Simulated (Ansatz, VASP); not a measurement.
## Two plane-wave programs on Ta2Ru

```
Ta Ru
1.0
     7.48328    0.00000    0.00000
    -3.74164    6.48071    0.00000
     0.00000    0.00000    2.77338
Ta Ru
4 2
Direct
  0.64893 0.00000 0.50000
  0.00000 0.64893 0.50000
  0.35107 0.35107 0.50000
  0.00000 0.00000 0.50000
  0.33333 0.66667 0.50000
  0.66667 0.33333 0.50000
```

Alike in both runs: functional PBE; k mesh 6 × 6 × 14; occupations gaussian, width 0.1 eV; no spin polarisation.

Ansatz relaxed the structure, and its values are those at the end. VASP's run is a single point on that final structure, the one shown.

```csv
,VASP,Ansatz
version,VASP 6.6.1,Ansatz 0.2.0
potentials or method,"VASP PAW PBE potentials, release 64 (Ta_pv, Ru_pv), cutoff 520 eV","scalar-relativistic, plane waves, PAW"
valence electrons in the cell,72,84
```

|  | VASP | Ansatz | Ansatz less VASP |
| --- | --- | --- | --- |
| gap on the k mesh at the Fermi level (eV) | none | none | - |
| pressure (GPa) | 0.2 | 0.0 | -0.22 |
| rms of the force components (eV/Å) | 0.011 | 0.000 | -0.0111 |

A gap of «none» marks a metal or a gap that the smearing closes. With one functional, cell and mesh, what is left measures potentials, basis and numerics. VASP's potentials hold 72 valence electrons a cell and Ansatz's 84, so a difference there can come from the potentials and not from the codes.

Spin-orbit coupling is off throughout.
